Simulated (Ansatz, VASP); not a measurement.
## Two plane-wave programs on K2S

```xyz
3
Lattice="0.0000 3.6955 3.6955 3.6955 0.0000 3.6955 3.6955 3.6955 0.0000" Properties=species:S:1:pos:R:3 pbc="T T T"
K     1.8478    1.8478    1.8478
K     5.5433    5.5433    5.5433
S     0.0000    0.0000    0.0000
```

Alike in both runs: task relaxation of cell and atoms; functional LDA; k mesh 6 × 6 × 6; no spin polarisation.

```csv
,VASP,Ansatz
version,VASP 6.6.1,Ansatz 0.2.0
potentials or method,"VASP PAW LDA potentials, release 64 (K_sv, S)","plane waves, PAW"
plane-wave cutoff (eV),500,420
occupations,"gaussian, width 0.01 eV",fixed
valence electrons in the cell,24,24
```

Ansatz gave:

| Item | Value |
| --- | --- |
| relaxed volume (Å³/atom) | 30.99 |
| relaxed cell length with the largest relative difference (Å) | 5.085 |

Q: Estimate VASP's values.

A: Relaxed volume (Å³/atom): 31.14; relaxed cell length with the largest relative difference (Å): 5.093.

LDA's correlation is that of Perdew and Zunger in VASP and of Perdew and Wang (1992) in Ansatz.
